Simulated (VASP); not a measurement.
# TiAl6Ni5 (P4/mmm) in VASP: relaxation of cell and atoms with PBE

Aim: the relaxation of cell and atoms of TiAl6Ni5 with PBE.

Program: VASP 6.6.1. These are calculated values, not measurements. Logs are shortened: lines on timing, memory, paths and dates and some standing lists are left out, and cuts for length are marked.

**1. The cell of the first run**

It takes space group P4/mmm (No. 123, tetragonal). The conventional cell has a = 4.081 Å, b = 4.081 Å, c = 9.252 Å, α = 90.00°, β = 90.00°, γ = 90.00°. Ti (site symmetry 4/mmm) has 8 Al at 2.67 Å and 6 Ni at 2.89 to 3.14 Å within 3.5 Å. Within 3.3 Å of Al (site symmetry mmm) lie 8 Ni at 2.48 to 2.52 Å and 6 Al at 2.89 to 2.90 Å. Within 3.3 Å of Al (site symmetry 2mm) lie 6 Ni at 2.48 to 2.67 Å and 2 Ti at 2.67 Å and 5 Al at 2.89 to 2.90 Å. Within 3.3 Å of Ni (site symmetry 4mm) lie 8 Al at 2.48 to 2.52 Å and 5 Ni at 2.89 to 2.97 Å and 1 Ti at 3.14 Å. Within 3.3 Å of Ni (site symmetry 4mm) lie 8 Al at 2.48 to 2.52 Å and 6 Ni at 2.83 to 3.21 Å. Ni (site symmetry 4/mmm) has 8 Al at 2.67 Å and 4 Ti at 2.89 Å and 2 Ni at 3.21 Å within 3.5 Å.

**2. Relaxation of cell and atoms, PBE**

INCAR

```
SYSTEM = TiAl6Ni5
ALGO = Fast ; EDIFF = 1E-7
EDIFFG = -0.01 ; ENCUT = 600
GGA = PE ; IBRION = 2
ISIF = 3 ; ISMEAR = 0
LASPH = .TRUE. ; LCHARG = .FALSE.
LREAL = .FALSE. ; LWAVE = .FALSE.
NELM = 60 ; NSW = 100
PREC = Accurate ; SIGMA = 0.1
```

KPOINTS

```
k-points
0
G
  10 10 4
  0 0 0
```

POSCAR

```
TiAl6Ni5
1.0
    4.0812158000      0.0000000000      0.0000000000
    0.0000000000      4.0812158000      0.0000000000
    0.0000000000      0.0000000000      9.2516495000
Ti Al Ni
1 6 5
Direct
    0.5000000000      0.5000000000      0.5000000000
    0.0000000000      0.5000000000      0.0000000000
    0.5000000000      0.0000000000      0.0000000000
    0.0000000000      0.5000000000      0.3137110000
    0.5000000000      0.0000000000      0.3137110000
    0.0000000000      0.5000000000      0.6862890000
    0.5000000000      0.0000000000      0.6862890000
    0.5000000000      0.5000000000      0.1605720000
    0.0000000000      0.0000000000      0.1530280000
    0.0000000000      0.0000000000      0.5000000000
    0.5000000000      0.5000000000      0.8394280000
    0.0000000000      0.0000000000      0.8469720000
```

Potentials or basis: VASP PAW PBE potentials, release 64 (Ti_sv, Al, Ni).

The run is started by

```bash
cat potpaw_PBE.64/Ti_sv/POTCAR potpaw_PBE.64/Al/POTCAR potpaw_PBE.64/Ni/POTCAR > POTCAR
mpirun -np 1 vasp_std > vasp.out
```

OUTCAR:

```text
SYSTEM = TiAl6Ni5
   EDIFF = 1E-7
   EDIFFG = -0.01
   ENCUT = 600
   GGA = PE
   IBRION = 2
   ISIF = 3
   ISMEAR = 0
   LASPH = .TRUE.
   LREAL = .FALSE.
   NELM = 60
   NSW = 100
   PREC = Accurate

 ion  position               nearest neighbor table
   1  0.500  0.500  0.500-   4 2.67   5 2.67   6 2.67   7 2.67   5 2.67   7 2.67   4 2.67   6 2.67
                            10 2.89  10 2.89  10 2.89  10 2.89
   2  0.000  0.500  0.000-   9 2.48  12 2.48   9 2.48  12 2.48  11 2.52   8 2.52   8 2.52  11 2.52
                             3 2.89   3 2.89   3 2.89   3 2.89   6 2.90   4 2.90
   3  0.500  0.000  0.000-   9 2.48  12 2.48   9 2.48  12 2.48   8 2.52  11 2.52  11 2.52   8 2.52
                             2 2.89   2 2.89   2 2.89   2 2.89   7 2.90   5 2.90
   4  0.000  0.500  0.314-   8 2.48   8 2.48   9 2.52   9 2.52   1 2.67  10 2.67   1 2.67  10 2.67
                             5 2.89   5 2.89   5 2.89   5 2.89   2 2.90
   5  0.500  0.000  0.314-   8 2.48   8 2.48   9 2.52   9 2.52   1 2.67   1 2.67  10 2.67  10 2.67
                             4 2.89   4 2.89   4 2.89   4 2.89   3 2.90
   6  0.000  0.500  0.686-  11 2.48  11 2.48  12 2.52  12 2.52  10 2.67   1 2.67   1 2.67  10 2.67
                             7 2.89   7 2.89   7 2.89   7 2.89   2 2.90
   7  0.500  0.000  0.686-  11 2.48  11 2.48  12 2.52  12 2.52   1 2.67   1 2.67  10 2.67  10 2.67
                             6 2.89   6 2.89   6 2.89   6 2.89   3 2.90
   8  0.500  0.500  0.161-   4 2.48   5 2.48   5 2.48   4 2.48   3 2.52   2 2.52   2 2.52   3 2.52
                             9 2.89   9 2.89   9 2.89   9 2.89  11 2.97
   9  0.000  0.000  0.153-   2 2.48   3 2.48   2 2.48   3 2.48   4 2.52   4 2.52   5 2.52   5 2.52
                            12 2.83   8 2.89   8 2.89   8 2.89   8 2.89
  10  0.000  0.000  0.500-   4 2.67   5 2.67   6 2.67   7 2.67   4 2.67   6 2.67   5 2.67   7 2.67
                             1 2.89   1 2.89   1 2.89   1 2.89
  11  0.500  0.500  0.839-   6 2.48   7 2.48   7 2.48   6 2.48   3 2.52   2 2.52   2 2.52   3 2.52
                            12 2.89  12 2.89  12 2.89  12 2.89   8 2.97
  12  0.000  0.000  0.847-   2 2.48   3 2.48   2 2.48   3 2.48   6 2.52   6 2.52   7 2.52   7 2.52
                             9 2.83  11 2.89  11 2.89  11 2.89  11 2.89

  LATTYP: Found a simple tetragonal cell.
 ALAT       =     4.0812158000
 C/A-ratio  =     2.2668856423

  Lattice vectors:

 A1 = (   4.0812158000,   0.0000000000,   0.0000000000)
 A2 = (   0.0000000000,   4.0812158000,   0.0000000000)
 A3 = (   0.0000000000,   0.0000000000,   9.2516495000)

Analysis of symmetry for initial positions (statically):
=====================================================================
 Subroutine PRICEL returns:
 Original cell was already a primitive cell.

 Routine SETGRP: Setting up the symmetry group for a
 simple tetragonal supercell.

 Subroutine GETGRP returns: Found 16 space group operations
 (whereof 16 operations were pure point group operations)
 out of a pool of 16 trial point group operations.

The static configuration has the point symmetry D_4h.

Analysis of symmetry for dynamics (positions and initial velocities):
=====================================================================
 Subroutine PRICEL returns:
 Original cell was already a primitive cell.

 Routine SETGRP: Setting up the symmetry group for a
 simple tetragonal supercell.

 Subroutine GETGRP returns: Found 16 space group operations
 (whereof 16 operations were pure point group operations)
 out of a pool of 16 trial point group operations.

The dynamic configuration has the point symmetry D_4h.

 Subroutine INISYM returns: Found 16 space group operations
 (whereof 16 operations are pure point group operations),
 and found     1 'primitive' translations

----------------------------------------------------------------------------------------

                                     Primitive cell

  volume of cell :     154.0985

  direct lattice vectors                    reciprocal lattice vectors
     4.081215800  0.000000000  0.000000000     0.245025024  0.000000000  0.000000000
     0.000000000  4.081215800  0.000000000     0.000000000  0.245025024  0.000000000
     0.000000000  0.000000000  9.251649500     0.000000000  0.000000000  0.108088833

  length of vectors
[... 44 lines left out ...]
     0.000000000  0.000000000  0.027022208     0.000000000  0.000000000  0.250000000

  Length of vectors
     0.024502502  0.024502502  0.027022208

  Shift w.r.t. Gamma in fractional coordinates (k-lattice)
     0.000000000  0.000000000  0.000000000

 Subroutine IBZKPT returns following result:
 ===========================================

 Found     63 irreducible k-points:

 Following reciprocal coordinates:
            Coordinates               Weight
  0.000000  0.000000  0.000000      1.000000
  0.100000  0.000000  0.000000      4.000000
  0.200000  0.000000  0.000000      4.000000
  0.300000  0.000000  0.000000      4.000000
  0.400000  0.000000  0.000000      4.000000
  0.500000  0.000000  0.000000      2.000000
[... 16 lines left out ...]
  0.100000  0.000000  0.250000      8.000000
  0.200000  0.000000  0.250000      8.000000
 [... further k-points ...]
   k-points           NKPTS =     63   k-points in BZ     NKDIM =     63   number of bands    NBANDS=     48
   number of dos      NEDOS =    301   number of ions     NIONS =     12
   total plane-waves  NPLWV = 103680
   dimension x,y,z NGX =    36 NGY =   36 NGZ =   80
   dimension x,y,z NGXF=    72 NGYF=   72 NGZF=  160
   ions per type =               1   6   5
   NGX,Y,Z   is equivalent  to a cutoff of  14.66, 14.66, 14.38 a.u.
   NGXF,Y,Z  is equivalent  to a cutoff of  29.33, 29.33, 28.75 a.u.
 SYSTEM =  TiAl6Ni5
   PREC   = accura    normal or accurate (medium, high low for compatibility)
   ISTART =      0    job   : 0-new  1-cont  2-samecut
   ICHARG =      2    charge: 1-file 2-atom 10-const
   ISPIN  =      1    spin polarized calculation?
   LNONCOLLINEAR =      F non collinear calculations
   LSORBIT =      F    spin-orbit coupling
   LASPH  =      T    aspherical Exc in radial PAW
   ENCUT  =  600.0 eV  44.10 Ry    6.64 a.u.   8.15  8.15 18.48*2*pi/ulx,y,z
   NELM   =     60;   NELMIN=  2; NELMDL= -5     # of ELM steps
   EDIFF  = 0.1E-06   stopping-criterion for ELM
   LREAL  =      F    real-space projection
   EDIFFG = -.1E-01   stopping-criterion for IOM
   NSW    =    100    number of steps for IOM
   IBRION =      2    ionic relax: 0-MD 1-quasi-New 2-CG
   NFREE  =      1    steps in history (QN), initial steepest desc. (CG)
   ISIF   =      3    stress and relaxation
   ISYM   =      2    0-nonsym 1-usesym 2-fastsym
   POTIM  = 0.5000    time-step for ionic-motion
   TEBEG  =    0.0;   TEEND  =   0.0 temperature during run
   PSTRESS=    0.0 pullay stress
   NELECT =      80.0000    total number of electrons
   NUPDOWN=      -1.0000    fix difference up-down
   EMIN   =  10.00;   EMAX   =-10.00  energy-range for DOS
   EFERMI =   0.00;   METHOD = LEGACY
   ISMEAR =     0;   SIGMA  =   0.10  broadening in eV -4-tet -1-fermi 0-gaus
   EFERMI_NEDOS =   21; number of points for ismear=-14 and -15
   IALGO  =     68    algorithm
   IMIX   =      4    mixing-type and parameters
     AMIX     =   0.40;   BMIX     =  1.00
     AMIX_MAG =   1.60;   BMIX_MAG =  1.00
  volume/ion in A,a.u.               =      12.84        86.66
  Fermi-wavevector in a.u.,A,eV,Ry     =   1.315746  2.486399 23.554237  1.731188
  Thomas-Fermi vector in A             =   2.445907
   LORBIT       =      0    0 simple, 1 ext, 2 COOP (PROOUT), +10 PAW based schemes
   GGA     = PE    functional components
   LHFCALC =     F    Hartree Fock is set to
   AEXX    =    0.0000 exact exchange contribution
   IVDW    =     0    specifies the selected vdW correction
   LEPSILON=     F    determine dielectric tensor
   LRPA    =     F    only Hartree local field effects (RPA)
 conjugate gradient relaxation of ions
 non-spin polarized calculation
 RMM-DIIS sequential band-by-band and
 Gauss-broadening in eV      SIGMA  =   0.10
  energy-cutoff  :      600.00
  volume of cell :      154.10
 maximum number of plane-waves:      5208
 NGX is ok and might be reduce to    36
   NGX = 17   NGY = 17   NGZ = 37

 number of electron      80.0000035 magnetization

 Free energy of the ion-electron system (eV)
  ---------------------------------------------------
  ext. energy  EPLUGINS =         0.00000000
  ---------------------------------------------------
  free energy    TOTEN  =       -64.45834404 eV

  energy without entropy =      -64.42960004  energy(sigma->0) =      -64.44397204

 E-fermi :   9.5347     XC(G=0): -11.7720

 val. band max:        9.5287446180   @ k =   0.5000   0.3000   0.5000
 cond. band min:       9.5409889826   @ k =   0.2000   0.2000   0.5000
 fundamental gap:      0.0122443645
 Fermi energy:         9.5347194685

 k-point     1 :       0.0000    0.0000    0.0000
  band No.  band energies     occupation
      1     -47.0741      2.00000
      2     -23.4026      2.00000
      3     -23.4026      2.00000
      4     -23.3503      2.00000
      5      -1.2665      2.00000
      6       0.3894      2.00000
[... 1213 lines left out ...]
     47      12.6686      0.00000
     48      12.9364      0.00000

 [... further k-points ...]

------------------------ aborting loop because EDIFF is reached ----------------------------------------

  FORCE on cell =-STRESS in cart. coord.  units (eV):
  Direction    XX          YY          ZZ          XY          YZ          ZX
  --------------------------------------------------------------------------------------
  -------------------------------------------------------------------------------------
  Total        0.0079046      0.0079046     -0.0359651      0.0000000     -0.0000000      0.0000000
  in kB        0.0821844      0.0821844     -0.3739327      0.0000000     -0.0000000      0.0000000
  external PRESSURE =      -0.0698546 kB  Pullay stress =       0.0000000 kB

 VOLUME and BASIS-vectors are now :
 -----------------------------------------------------------------------------
  energy-cutoff  :      600.00
  volume of cell :      154.10
      direct lattice vectors                 reciprocal lattice vectors
     4.081215800  0.000000000  0.000000000     0.245025024  0.000000000  0.000000000
     0.000000000  4.081215800  0.000000000     0.000000000  0.245025024  0.000000000
     0.000000000  0.000000000  9.251649500     0.000000000  0.000000000  0.108088833

 POSITION                                       TOTAL-FORCE (eV/Angst)
 -----------------------------------------------------------------------------------
      2.04061      2.04061      4.62582        -0.000000     -0.000000     -0.000000
      0.00000      2.04061      0.00000        -0.000000     -0.000000     -0.000000
      2.04061      0.00000      0.00000        -0.000000     -0.000000     -0.000000
      0.00000      2.04061      2.90234         0.000000     -0.000000      0.003120
      2.04061      0.00000      2.90234        -0.000000      0.000000      0.003120
      0.00000      2.04061      6.34931        -0.000000      0.000000     -0.003120
      2.04061      0.00000      6.34931         0.000000     -0.000000     -0.003120
      2.04061      2.04061      1.48556        -0.000000      0.000000     -0.006720
      0.00000      0.00000      1.41576         0.000000     -0.000000     -0.002471
      0.00000      0.00000      4.62582        -0.000000     -0.000000     -0.000000
      2.04061      2.04061      7.76609        -0.000000     -0.000000      0.006720
      0.00000      0.00000      7.83589        -0.000000      0.000000      0.002471
 -----------------------------------------------------------------------------------
    total drift:                                0.000000      0.000000     -0.000000

  FREE ENERGIE OF THE ION-ELECTRON SYSTEM (eV)
  ---------------------------------------------------
  free  energy   TOTEN  =       -64.4583440446 eV

  energy  without entropy=      -64.4296000427  energy(sigma->0) =      -64.44397204

 reached required accuracy - stopping structural energy minimisation
```

It took 40 min on 1 thread of Oxide Virtual Turin-like, shared host; peak memory 0.61 GiB.

What came out:

```
Free energy                  : -64.4583 eV
Pressure after relaxing      : 0.0 GPa
Largest force after relaxing : 0.007 eV/Å
Band gap on the k mesh       : zero (bands 40 and 41 overlap by 1.37 eV)
```

Forces on the atoms (eV/Å):
```
Ti   0.000  0.000  0.000
Al   0.000  0.000  0.000
Al   0.000  0.000  0.000
Al   0.000  0.000  0.003
Al   0.000  0.000  0.003
Al   0.000  0.000 -0.003
Al   0.000  0.000 -0.003
Ni   0.000  0.000 -0.007
Ni   0.000  0.000 -0.002
Ni   0.000  0.000  0.000
Ni   0.000  0.000  0.007
Ni   0.000  0.000  0.002
```

Final structure:
```
CELL_PARAMETERS angstrom
4.08122 0.00000 0.00000
0.00000 4.08122 0.00000
0.00000 0.00000 9.25165
ATOMIC_POSITIONS crystal
Ti 0.50000 0.50000 0.50000
Al 0.00000 0.50000 0.00000
Al 0.50000 0.00000 0.00000
Al 0.00000 0.50000 0.31371
Al 0.50000 0.00000 0.31371
Al 0.00000 0.50000 0.68629
Al 0.50000 0.00000 0.68629
Ni 0.50000 0.50000 0.16057
Ni 0.00000 0.00000 0.15303
Ni 0.00000 0.00000 0.50000
Ni 0.50000 0.50000 0.83943
Ni 0.00000 0.00000 0.84697
```

Levels at points of the mesh, in eV from the Fermi level:
```csv
k point,band 35,band 36,band 37,band 38,band 39,band 40,band 41,band 42,band 43,band 44
"(0.00, 0.00, 0.00)",-1.01,-0.50,-0.42,-0.42,0.07,0.73,1.19,1.19,1.28,1.28
"(0.50, 0.00, 0.00)",-1.66,-1.30,-0.78,-0.69,-0.28,0.49,0.65,1.06,1.20,1.60
"(0.50, 0.50, 0.00)",-1.65,-1.63,-1.63,-0.83,-0.82,-0.80,-0.64,-0.09,-0.09,0.91
"(0.00, 0.00, 0.50)",-1.00,-0.69,-0.69,-0.03,0.08,0.46,0.46,1.04,1.53,2.19
"(0.50, 0.00, 0.50)",-1.67,-1.13,-0.80,-0.60,-0.39,0.24,0.28,1.18,1.42,1.97
"(0.50, 0.50, 0.50)",-1.65,-1.62,-1.62,-1.03,-0.88,-0.76,-0.63,-0.16,-0.16,0.24
```

Caveat: the relaxation stopped at its first step, so nothing moved. Spin polarisation is off, so any magnetic state and its effect on volume and gap are missing.
